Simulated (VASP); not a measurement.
Wanted: the native input for a VASP 6.6.1 run.

- Task: single point
- Functional: PBEsol
- Potentials or basis: VASP PAW PBE potentials, release 64 (Hf_pv)
- Cutoff: 520 eV
- k mesh: 12 × 12 × 16
- Occupations: gaussian, width 0.05 eV
- Spin: no spin polarisation
- Dipole correction: no
- Further INCAR settings: ALGO = Fast; EDIFF = 1e-06; NBANDS = 22

The structure of Hf lies in POSCAR:

```
Hf
1.0
    4.2523656678      0.0000000000      0.0000000000
   -2.1261828339      3.6826566945      0.0000000000
    0.0000000000      0.0000000000      2.6209544264
Hf
3
Direct
    0.6666666667      0.3333333333      0.5000000000
    0.3333333333      0.6666666667      0.5000000000
    0.0000000000      0.0000000000      0.0000000000
```

This isn't the form of Hf at room conditions, which is hcp.

These files were run (other wordings do the same):

INCAR

```
PREC     = Accurate       # precision mode
ENCUT    = 520            # plane-wave cutoff, eV
EDIFF    = 1E-6           # SCF threshold, eV
ISMEAR   = 0              # smearing method
SIGMA    = 0.05           # smearing width, eV
LREAL    = F              # projectors in reciprocal space
LASPH    = T              # aspherical terms in the spheres
NELM     = 60             # most SCF steps
ALGO     = Fast           # electronic algorithm
ISIF     = 2              # what is computed and relaxed
LWAVE    = F              # write WAVECAR
LCHARG   = F              # write CHGCAR
GGA      = PS             # functional
NBANDS   = 22             # bands
```

KPOINTS

```
regular mesh
0
Gamma
  12 12 16
```

Potentials or basis: VASP PAW PBE potentials, release 64 (Hf_pv).

Run with:

```console
$ cat potpaw_PBE.64/Hf_pv/POTCAR > POTCAR
$ mpirun -np 1 vasp_std > vasp.out
```

It gave:

```yaml
Pressure: 112.2 GPa
Band_gap_on_the_k_mesh: zero (bands 15 and 16 overlap by 1.51 eV)
```

Caveat: the cell stands under pressure; the PAW data sets were made with another functional, which shifts forces and pressure a little; spin-orbit coupling is left out, which moves the levels of the heavy elements.

Run time: 41 s on 1 thread of Intel(R) Xeon(R) 6975P-C (Granite Rapids), with other jobs on the host, peak memory 0.24 GiB.
